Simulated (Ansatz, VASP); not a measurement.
**SiC: VASP beside Ansatz**

File INCAR:

```
  ALGO = Normal
  EDIFF = 1E-7
  ENCUT = 520
  GGA = PE
  ISIF = 2
  ISMEAR = 0
  ISPIN = 2
  LASPH = T
  LCHARG = F
  LORBIT = 11
  LREAL = F
  LWAVE = F
  MAGMOM = 0 0 1 1
  NBANDS = 20
  NELM = 150
  PREC = Accurate
  SIGMA = 0.1
```

The input KPOINTS:

```
k-points
0
Gamma
  6 6 6
```

File POSCAR:

```
SiC
1.0
    3.9236989100      0.0000000000      0.0000000000
   -1.9618494600      3.3980229400      0.0000000000
    0.0000000000      0.0000000000      3.4563668200
Si C
2 2
Direct
    0.3333333300      0.6666666700      0.5000000000
    0.6666666700      0.3333333300      0.5000000000
    0.3333333300      0.6666666700      0.0000000000
    0.6666666700      0.3333333300      0.0000000000
```

Input for Ansatz:

```yaml
crystal:
  lattice:
    - [3.92369891, 0.0, 0.0]
    - [-1.96184946, 3.39802294, 0.0]
    - [0.0, 0.0, 3.45636682]
  atoms:
    - { symbol: Si, position: [0.33333333, 0.66666667, 0.5] }
    - { symbol: Si, position: [0.66666667, 0.33333333, 0.5] }
    - { symbol: C, position: [0.33333333, 0.66666667, 0.0], spin: 1.0 }
    - { symbol: C, position: [0.66666667, 0.33333333, 0.0], spin: 1.0 }
basis:
  ecutwfc: 420
kpoints:
  mp_grid: { grid: [6, 6, 6] }
hamiltonian:
  xc: pbe
scf:
  occupations: { method: gaussian, width: 0.1 }
  lower_state_search: "off"
output:
  forces: true
  stress: true
  eigenvalues: true
  populations: true
magnetization:
  spin_polarized: true
```

Alike in both runs: task single point; functional PBE; k mesh 6 × 6 × 6; occupations gaussian, width 0.1 eV; collinear spin.

|  | VASP | Ansatz |
| --- | --- | --- |
| version | VASP 6.6.1 | Ansatz 0.2.0 |
| potentials or method | VASP PAW PBE potentials, release 64 (Si, C), cutoff 520 eV | scalar-relativistic, plane waves, PAW |
| valence electrons in the cell | 16 | 16 |

|  | VASP | Ansatz | Ansatz less VASP |
| --- | --- | --- | --- |
| gap on the k mesh at the Fermi level (eV) | none | none | - |
| net moment per atom (μB) | 0.00 | 0.00 | 0.000 |

A gap of «none» marks a metal or a gap that the smearing closes. With one functional, cell and mesh, what is left measures potentials, basis and numerics. Ansatz's warnings: seeded moment not kept.
